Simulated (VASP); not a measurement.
# B31N32 (a cell with a defect) in VASP: relaxation of the atoms with PBEsol

Aim: the relaxation of the atoms of B31N32 (a cell with a defect) with PBEsol.

Program: VASP 6.6.1. These are calculated values, not measurements. Logs are shortened: lines on timing, memory, paths and dates and some standing lists are left out, and cuts for length are marked.

**1. The cell of the first run**

The cell holds a defect, 63 atoms: a = 7.212 Å, b = 7.212 Å, c = 7.212 Å, α = 90.00°, β = 90.00°, γ = 90.00°.

**2. Relaxation of the atoms, PBEsol, collinear spin**

Contents of INCAR:

```
PREC = Accurate ; ENCUT = 520
EDIFF = 1E-7 ; ISMEAR = -1
SIGMA = 0.05 ; LREAL = Auto
LASPH = True ; NELM = 200
ALGO = Normal ; ISIF = 2
LWAVE = False ; LCHARG = False
ISPIN = 2 ; MAGMOM = 0 0 0 0 0 0 0 0 0 0 0 0 0 0 0 0 0 0 0 0 0 0 0 0 0 0 0 0 0 0 0 0 0 0 0 0 0 0 1 0 1 0 0 0 0 0 0 0 0 1 0 0 0 0 0 0 0 0 0 1 0 0 0
LORBIT = 11 ; GGA = PS
IBRION = 2 ; NSW = 100
EDIFFG = -0.03 ; NELECT = 252.0
ISYM = -1 ; GGA_COMPAT = False
NELMIN = 4 ; KPAR = 1
```

Contents of KPOINTS:

```
explicit points
1
Reciprocal
  0.25000000   0.25000000   0.25000000 1
```

Contents of POSCAR:

```
B31N32
1.0
    7.2115910000      0.0000000000      0.0000000000
    0.0000000000      7.2115910000      0.0000000000
    0.0000000000      0.0000000000      7.2115910000
B N
31 32
Direct
    0.0005660000      0.0009720000      0.9974800000
    0.0015480000      0.9955460000      0.4993300000
    0.0049330000      0.4978230000      0.0033200000
    0.9995390000      0.5044050000      0.5010780000
    0.4994230000      0.0014710000      0.9988520000
    0.4983710000      0.0024020000      0.5058540000
    0.4956420000      0.5055930000      0.0046640000
    0.2514440000      0.2469220000      0.0024050000
    0.2501610000      0.2513730000      0.5004270000
    0.2539490000      0.7533630000      0.9972210000
    0.2509100000      0.7472890000      0.4982480000
    0.7482560000      0.2502220000      0.9918520000
    0.7505850000      0.2496310000      0.5016840000
    0.7521550000      0.7498840000      0.9975240000
    0.7501830000      0.7491810000      0.5027490000
    0.2515140000      0.9962840000      0.2458350000
    0.2505270000      0.9977350000      0.7459800000
    0.2476590000      0.5030250000      0.2544740000
    0.2540060000      0.4999170000      0.7486680000
    0.7481790000      0.9997820000      0.2506340000
    0.7513750000      0.0002780000      0.7550850000
    0.7497120000      0.4970570000      0.2513990000
    0.7466660000      0.4970290000      0.7519450000
    0.9992320000      0.2538280000      0.2488630000
    0.0002380000      0.2554220000      0.7510690000
    0.9996160000      0.7459030000      0.2479670000
    0.9952610000      0.7535410000      0.7526580000
    0.4974230000      0.2521260000      0.2540090000
    0.4946360000      0.2536500000      0.7537830000
    0.5008350000      0.7528620000      0.2460390000
    0.5019940000      0.7475700000      0.7435460000
    0.1262010000      0.1215890000      0.1268020000
    0.1232650000      0.1242980000      0.6262130000
    0.1309340000      0.6327840000      0.1271790000
    0.1221760000      0.6283930000      0.6242140000
    0.6287420000      0.1313340000      0.1222270000
    0.6236250000      0.1250100000      0.6261640000
    0.6253270000      0.6261460000      0.1238230000
    0.6245460000      0.6247060000      0.6217830000
    0.3752330000      0.3767430000      0.1222380000
    0.3793600000      0.3711010000      0.6313870000
    0.3732750000      0.8805470000      0.1222320000
    0.3751620000      0.8753460000      0.6217080000
    0.8739430000      0.3765640000      0.1267240000
    0.8778220000      0.3749000000      0.6248670000
    0.8744140000      0.8720820000      0.1258800000
    0.8702320000      0.8760290000      0.6238690000
    0.3770710000      0.1286660000      0.3742190000
    0.3712270000      0.1240670000      0.8727590000
    0.3693480000      0.6258870000      0.3756690000
    0.3726460000      0.6259350000      0.8769930000
    0.8725090000      0.1275810000      0.3750180000
    0.8714400000      0.1242300000      0.8696250000
    0.8798300000      0.6233800000      0.3787040000
    0.8732840000      0.6216640000      0.8791140000
    0.1227840000      0.3767730000      0.3762700000
    0.1276620000      0.3784350000      0.8767020000
    0.1280110000      0.8733510000      0.3741860000
    0.1260000000      0.8721350000      0.8765160000
    0.6257060000      0.3795020000      0.3712850000
    0.6268180000      0.3819630000      0.8750760000
    0.6225930000      0.8717870000      0.3771540000
    0.6257490000      0.8755090000      0.8718640000
```

Potentials or basis: VASP PAW PBE potentials, release 64 (B, N).

The run is started by

```sh
$ cat potpaw_PBE.64/B/POTCAR potpaw_PBE.64/N/POTCAR > POTCAR
$ mpirun -np 4 vasp_std > vasp.out
```

OUTCAR:

```text
PREC = Accurate
   ENCUT = 520
   EDIFF = 1E-7
   ISMEAR = -1
   LREAL = Auto
   LASPH = True
   NELM = 200
   ISIF = 2
   ISPIN = 2
   LORBIT = 11
   GGA = PS
   IBRION = 2
   NSW = 100
   EDIFFG = -0.03
   NELECT = 252.0
   ISYM = -1
   NELMIN = 4

 ion  position               nearest neighbor table
   1  0.001  0.001  0.997-  59 1.56  32 1.56  53 1.58  46 1.60
   2  0.002  0.996  0.499-  58 1.56  47 1.56  33 1.57  52 1.61
   3  0.005  0.498  0.003-  57 1.54  44 1.56  55 1.58  34 1.60
   4  1.000  0.504  0.501-  54 1.50  35 1.54  45 1.56  56 1.56
   5  0.499  0.001  0.999-  42 1.54  49 1.57  63 1.58  36 1.59
   6  0.498  0.002  0.506-  43 1.53  37 1.53  48 1.58  62 1.60
[... 43 lines left out ...]
  50  0.369  0.626  0.376-  11 1.51  18 1.52  30 1.62
  51  0.373  0.626  0.877-  10 1.53   7 1.55  19 1.55  31 1.60
  52  0.873  0.128  0.375-  13 1.54  20 1.57  24 1.58   2 1.61
  53  0.871  0.124  0.870-  21 1.49  12 1.55  25 1.58   1 1.58
  54  0.880  0.623  0.379-   4 1.50  26 1.55  15 1.58  22 1.60
  55  0.873  0.622  0.879-  14 1.53  23 1.58   3 1.58  27 1.58
  56  0.123  0.377  0.376-  18 1.55  24 1.56   4 1.56   9 1.57
  57  0.128  0.378  0.877-   3 1.54  19 1.57  25 1.57   8 1.59
  58  0.128  0.873  0.374-  11 1.55   2 1.56  16 1.56  26 1.59
  59  0.126  0.872  0.877-  10 1.53  27 1.56   1 1.56  17 1.59
  60  0.626  0.380  0.371-  22 1.51  28 1.55  13 1.60
  61  0.627  0.382  0.875-  23 1.49  12 1.54  29 1.59   7 1.60
  62  0.623  0.872  0.377-  30 1.55  15 1.56  20 1.58   6 1.60
  63  0.626  0.876  0.872-  21 1.53  14 1.57   5 1.58  31 1.58

IMPORTANT INFORMATION: All symmetrisations will be switched off!
NOSYMM: (Re-)initialisation of all symmetry stuff for point group C_1.

----------------------------------------------------------------------------------------

                                     Primitive cell

  volume of cell :     375.0535

  direct lattice vectors                    reciprocal lattice vectors
     7.211591000  0.000000000  0.000000000     0.138665656  0.000000000  0.000000000
     0.000000000  7.211591000  0.000000000     0.000000000  0.138665656  0.000000000
     0.000000000  0.000000000  7.211591000     0.000000000  0.000000000  0.138665656

  length of vectors
     7.211591000  7.211591000  7.211591000     0.138665656  0.138665656  0.138665656

  position of ions in fractional coordinates (direct lattice)
     0.000566000  0.000972000  0.997480000
     0.001548000  0.995546000  0.499330000
     0.004933000  0.497823000  0.003320000
     0.999539000  0.504405000  0.501078000
     0.499423000  0.001471000  0.998852000
     0.498371000  0.002402000  0.505854000
[... 55 lines left out ...]
     0.622593000  0.871787000  0.377154000
     0.625749000  0.875509000  0.871864000

  ion indices of the primitive-cell ions
   primitive index   ion index
                 1           1
                 2           2
                 3           3
                 4           4
                 5           5
                 6           6
[... 55 lines left out ...]
                62          62
                63          63

----------------------------------------------------------------------------------------

 KPOINTS: explicit points

Read explicit list of k-points.

 Found      1 k-points:

 Following reciprocal coordinates:
            Coordinates               Weight
  0.250000  0.250000  0.250000      1.000000
   k-points           NKPTS =      1   k-points in BZ     NKDIM =      1   number of bands    NBANDS=    160
   number of dos      NEDOS =    301   number of ions     NIONS =     63
   total plane-waves  NPLWV = 157464
   dimension x,y,z NGX =    54 NGY =   54 NGZ =   54
   dimension x,y,z NGXF=   108 NGYF=  108 NGZF=  108
   ions per type =              31  32
   NGX,Y,Z   is equivalent  to a cutoff of  12.45, 12.45, 12.45 a.u.
[... 21 lines left out ...]
   PSTRESS=    0.0 pullay stress
   NELECT =     252.0000    total number of electrons
   NUPDOWN=      -1.0000    fix difference up-down
   EMIN   =  10.00;   EMAX   =-10.00  energy-range for DOS
   EFERMI =   0.00;   METHOD = LEGACY
   ISMEAR =    -1;   SIGMA  =   0.05  broadening in eV -4-tet -1-fermi 0-gaus
   EFERMI_NEDOS =   21; number of points for ismear=-14 and -15
   IALGO  =     38    algorithm
   IMIX   =      4    mixing-type and parameters
     AMIX     =   0.40;   BMIX     =  1.00
     AMIX_MAG =   1.60;   BMIX_MAG =  1.00
  volume/ion in A,a.u.               =       5.95        40.17
  Fermi-wavevector in a.u.,A,eV,Ry     =   1.433873  2.709626 27.973454  2.055991
  Thomas-Fermi vector in A             =   2.553343
   LORBIT       =     11    0 simple, 1 ext, 2 COOP (PROOUT), +10 PAW based schemes
   GGA     = PS    functional components
   LHFCALC =     F    Hartree Fock is set to
   AEXX    =    0.0000 exact exchange contribution
   IVDW    =     0    specifies the selected vdW correction
   LEPSILON=     F    determine dielectric tensor
   LRPA    =     F    only Hartree local field effects (RPA)
 conjugate gradient relaxation of ions
 spin polarized calculation
  energy-cutoff  :      520.00
  volume of cell :      375.05
 maximum number of plane-waves:     10107
 NGX is ok and might be reduce to    54
   NGX = 27   NGY = 27   NGZ = 27

--------------------------------------- Ionic step        1  -------------------------------------------

 number of electron     252.0000014 magnetization       2.0007047

 Free energy of the ion-electron system (eV)
  ---------------------------------------------------
  ext. energy  EPLUGINS =         0.00000000
  ---------------------------------------------------
  free energy    TOTEN  =      -577.16336776 eV

  energy without entropy =     -577.10177984  energy(sigma->0) =     -577.13257380

------------------------ aborting loop because EDIFF is reached ----------------------------------------

  FORCE on cell =-STRESS in cart. coord.  units (eV):
  Direction    XX          YY          ZZ          XY          YZ          ZX
  --------------------------------------------------------------------------------------
  -------------------------------------------------------------------------------------
  Total      -11.2738946    -11.8638732     -9.3728376      0.4183879     -2.1135232     -1.6583213
  in kB      -48.1605335    -50.6808411    -40.0394783      1.7872958     -9.0286816     -7.0841213
  external PRESSURE =     -46.2936176 kB  Pullay stress =       0.0000000 kB
[... 272 lines left out ...]
  FREE ENERGIE OF THE ION-ELECTRON SYSTEM (eV)
  ---------------------------------------------------
  free  energy   TOTEN  =      -578.8236544553 eV

  energy  without entropy=     -578.7556916643  energy(sigma->0) =     -578.78967306

[... ionic steps 4 to 9 ...]

--------------------------------------- Ionic step       10  -------------------------------------------

 number of electron     252.0000073 magnetization       1.9995378

------------------------ aborting loop because EDIFF is reached ----------------------------------------
[... 189 lines left out ...]
--------------------------------------- Ionic step       12  -------------------------------------------

 number of electron     252.0000073 magnetization       1.9995419

 Free energy of the ion-electron system (eV)
  ---------------------------------------------------
  ext. energy  EPLUGINS =         0.00000000
  ---------------------------------------------------
  free energy    TOTEN  =      -579.20281334 eV

  energy without entropy =     -579.13340615  energy(sigma->0) =     -579.16810974

 E-fermi :   7.2854     XC(G=0): -12.9420

 val. band max:        7.2833089455   @ k =   0.2500   0.2500   0.2500
 cond. band min:       7.2875667101   @ k =   0.2500   0.2500   0.2500
 fundamental gap:      0.0042577645
 Fermi energy:         7.2854149607

 spin component 1

 k-point     1 :       0.2500    0.2500    0.2500
  band No.  band energies     occupation
      1     -12.7338      1.00000
      2     -11.7811      1.00000
      3     -11.7806      1.00000
      4     -11.6500      1.00000
      5     -10.8375      1.00000
      6     -10.8369      1.00000
[... 130 lines left out ...]
    137      15.4845      0.00000
    138      15.4899      0.00000
 Fermi energy:         7.2854149607

 spin component 2

 k-point     1 :       0.2500    0.2500    0.2500
  band No.  band energies     occupation
      1     -12.6899      1.00000
      2     -11.7460      1.00000
      3     -11.7454      1.00000
      4     -11.5687      1.00000
      5     -10.8017      1.00000
      6     -10.8012      1.00000
[... 130 lines left out ...]
    137      15.5081      0.00000
    138      15.5560      0.00000
 [bands above 138 left out]

------------------------ aborting loop because EDIFF is reached ----------------------------------------

  FORCE on cell =-STRESS in cart. coord.  units (eV):
  Direction    XX          YY          ZZ          XY          YZ          ZX
  --------------------------------------------------------------------------------------
  -------------------------------------------------------------------------------------
  Total       -7.6896407     -7.6260746     -7.5595439     -0.0791823     -0.2146164     -0.1418276
  in kB      -32.8490918    -32.5775459    -32.2933358     -0.3382561     -0.9168118     -0.6058681
  external PRESSURE =     -32.5733245 kB  Pullay stress =       0.0000000 kB
[... 78 lines left out ...]
  FREE ENERGIE OF THE ION-ELECTRON SYSTEM (eV)
  ---------------------------------------------------
  free  energy   TOTEN  =      -579.2028133375 eV

  energy  without entropy=     -579.1334061493  energy(sigma->0) =     -579.16810974

 reached required accuracy - stopping structural energy minimisation

 total charge

# of ion       s       p       d       tot
------------------------------------------
    1        0.677   1.367   0.000   2.044
    2        0.681   1.373   0.000   2.054
    3        0.681   1.373   0.000   2.054
    4        0.676   1.366   0.000   2.042
    5        0.681   1.373   0.000   2.054
    6        0.676   1.366   0.000   2.042
[... 55 lines left out ...]
   62        1.208   2.756   0.000   3.964
   63        1.211   2.745   0.000   3.956
--------------------------------------------------
tot         59.906 129.788   0.000 189.694

 magnetization (x)

# of ion       s       p       d       tot
------------------------------------------
    1       -0.000  -0.001   0.000  -0.001
    2        0.002   0.008   0.000   0.009
    3        0.002   0.008   0.000   0.009
    4       -0.000  -0.001   0.000  -0.001
    5        0.002   0.008   0.000   0.010
    6       -0.000  -0.001   0.000  -0.001
[... 55 lines left out ...]
   62        0.000   0.003   0.000   0.004
   63        0.004   0.037   0.000   0.041
--------------------------------------------------
tot          0.067   1.409   0.000   1.477
```

It took 9.1 min on 4 MPI ranks of Intel Xeon 6975P-C (Granite Rapids), shared host; peak memory 0.27 GiB.

What came out:

```
Free energy                                           : -579.2028 eV
Energy gained by relaxing                             : 32.4 meV/atom
Ionic steps                                           : 12
Largest force after relaxing                          : 0.030 eV/Å
Net moment                                            : 2.00 μB per cell
Site moments                                          : B -0.00, +0.01, -0.01 (each value once); N +0.00, +0.01, +0.50, +0.23, +0.02, +0.04, +0.03, +0.22 (each value once) μB
Valence electrons inside the program's atomic spheres : B 2.04, 2.05, 2.06 (each value once); N 3.96, 3.95, 3.84, 3.85, 3.94, 3.93 (each value once)
```

Forces on the atoms (eV/Å):
```
B    0.002 -0.001  0.001
B   -0.003 -0.003  0.008
B   -0.004 -0.003 -0.010
B    0.003  0.008  0.001
B   -0.006  0.001  0.008
B    0.009 -0.001  0.008
B    0.006  0.006 -0.004
B   -0.001 -0.001 -0.011
B    0.008  0.007 -0.004
B   -0.010 -0.004  0.016
B   -0.014 -0.003  0.013
B   -0.008 -0.007  0.000
B    0.006  0.001 -0.008
B    0.001 -0.001  0.003
B    0.015  0.010  0.007
B   -0.012 -0.023 -0.001
B   -0.001  0.005  0.001
B   -0.009  0.005  0.004
B    0.010  0.003 -0.009
B    0.006  0.007  0.001
B    0.008 -0.007  0.003
B   -0.008 -0.002  0.003
B    0.014  0.011  0.003
B   -0.003 -0.015 -0.003
B    0.010  0.002 -0.004
B    0.000  0.001 -0.001
B    0.009  0.009  0.004
B    0.004  0.004  0.002
B    0.015  0.001 -0.008
B    0.004 -0.006  0.005
B   -0.001  0.012  0.010
N   -0.010  0.007 -0.009
N    0.010  0.008 -0.013
N    0.008 -0.007  0.010
N    0.004 -0.004 -0.016
N   -0.021  0.005  0.006
N   -0.012  0.001 -0.008
N   -0.013 -0.003  0.001
N    0.005 -0.001  0.017
N    0.004 -0.018 -0.003
N   -0.006  0.015 -0.025
N    0.016 -0.019  0.009
N    0.004  0.007 -0.004
N    0.010  0.013  0.003
N   -0.007  0.006  0.001
N   -0.003 -0.010  0.011
N   -0.006  0.006 -0.003
N    0.000 -0.004  0.002
N    0.007  0.007 -0.005
N    0.013 -0.014 -0.002
N    0.001 -0.008 -0.001
N   -0.004  0.000 -0.004
N    0.006  0.021 -0.001
N   -0.008 -0.009  0.005
N   -0.011 -0.006  0.003
N   -0.002 -0.002 -0.013
N   -0.008  0.011 -0.009
N    0.012  0.003  0.012
N    0.005  0.003 -0.003
N   -0.023 -0.012 -0.002
N   -0.012 -0.004 -0.005
N   -0.004 -0.005  0.002
N   -0.006 -0.004  0.002
```

Step by step:
```tsv
step	energy change (eV)	largest force (eV/Å)	pressure (GPa)
1	0.0000	3.1131	-4.63
2	-0.2928	3.1322	-2.51
3	-1.6603	1.4683	-4.51
4	-1.9106	0.6585	-3.53
5	-1.9379	0.5929	-3.81
6	-2.0085	0.3726	-3.31
7	-2.0149	0.2903	-3.44
8	-2.0341	0.1553	-3.27
9	-2.0351	0.1160	-3.31
10	-2.0382	0.0915	-3.26
11	-2.0387	0.0463	-3.27
12	-2.0394	0.0297	-3.26
```

Final structure:
```
B N
1.0
     7.21159    0.00000    0.00000
     0.00000    7.21159    0.00000
     0.00000    0.00000    7.21159
B N
31 32
Direct
  0.99992 0.00066 0.00008
  0.99956 0.00029 0.50103
  0.99961 0.50166 0.99978
  0.99993 0.50035 0.49981
  0.50096 0.00033 0.99966
  0.49958 0.00069 0.49974
  0.49963 0.50039 0.00011
  0.24994 0.25067 0.00049
  0.25074 0.25149 0.49914
  0.24964 0.75042 0.99960
  0.25163 0.74887 0.50189
  0.74968 0.25037 0.99973
  0.74806 0.25237 0.50205
  0.74985 0.75059 0.99993
  0.74950 0.75027 0.49814
  0.25000 0.00112 0.25009
  0.24957 0.00023 0.74977
  0.25085 0.49962 0.25098
  0.25150 0.50246 0.74842
  0.74961 0.00033 0.24973
  0.74978 0.00058 0.74992
  0.74821 0.50262 0.25172
  0.74951 0.49878 0.74970
  0.00022 0.25079 0.25018
  0.99950 0.25026 0.74984
  0.99960 0.75039 0.24969
  0.99980 0.75050 0.74992
  0.49889 0.25163 0.25100
  0.50169 0.25224 0.74847
  0.50173 0.74901 0.25160
  0.49812 0.75023 0.74961
  0.12491 0.12565 0.12511
  0.12360 0.12431 0.62584
  0.12368 0.62640 0.12375
  0.12491 0.62562 0.62511
  0.62571 0.12444 0.12380
  0.62490 0.12564 0.62511
  0.62497 0.62572 0.12502
  0.63786 0.63856 0.63788
  0.37514 0.37596 0.12503
  0.36340 0.36403 0.63631
  0.37341 0.87690 0.12382
  0.37507 0.87565 0.62505
  0.87601 0.37417 0.12394
  0.87497 0.37578 0.62512
  0.87494 0.87572 0.12475
  0.87578 0.87647 0.62566
  0.37514 0.12565 0.37530
  0.37341 0.12446 0.87622
  0.36344 0.63677 0.36351
  0.37511 0.62569 0.87509
  0.87599 0.12456 0.37363
  0.87488 0.12530 0.87508
  0.87503 0.62572 0.37518
  0.87584 0.62629 0.87592
  0.12487 0.37590 0.37539
  0.12379 0.37410 0.87625
  0.12378 0.87676 0.37350
  0.12462 0.87563 0.87504
  0.63601 0.36435 0.36365
  0.62496 0.37583 0.87516
  0.62491 0.87575 0.37517
  0.62559 0.87653 0.87587
```

Caveat: the cell carries a net charge on a neutralising background, which shifts energy and pressure; the cell is charged against a uniform background, so pressure and absolute levels hang on convention; the PAW data sets were made with another functional, which shifts forces and pressure a little.
